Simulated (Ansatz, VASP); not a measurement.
One calculation of Ca, two programs

```xyz
1
Lattice="-2.1104 2.1157 2.4615 2.1104 -2.1157 2.4615 2.1104 2.1157 -2.4615" Properties=species:S:1:pos:R:3 pbc="T T T"
Ca    0.0000    0.0000    2.4615
```

Change from the starting cell: volume scaled by 1.02.

Alike in both runs: task single point; functional LDA; k mesh 9 × 9 × 9; occupations gaussian, width 0.05 eV; no spin polarisation.

```csv
,VASP,Ansatz
version,VASP 6.6.1,Ansatz 0.2.0
potentials or method,"VASP PAW LDA potentials, release 64 (Ca_sv), cutoff 520 eV","all-electron LAPW, scalar-relativistic"
```

```tsv
	VASP	Ansatz	Ansatz less VASP
gap on the k mesh at the Fermi level (eV)	none	none	-
pressure (GPa)	-2.3	-2.3	0.00
traceless stress, the component that is largest in VASP (GPa)	0.14	0.14	+0.004
```

LDA's correlation is that of Perdew and Zunger in VASP and of Perdew and Wang (1992) in Ansatz. A gap of «none» marks a metal or a gap that the smearing closes. Ansatz ran all-electron here, and VASP with PAW potentials.
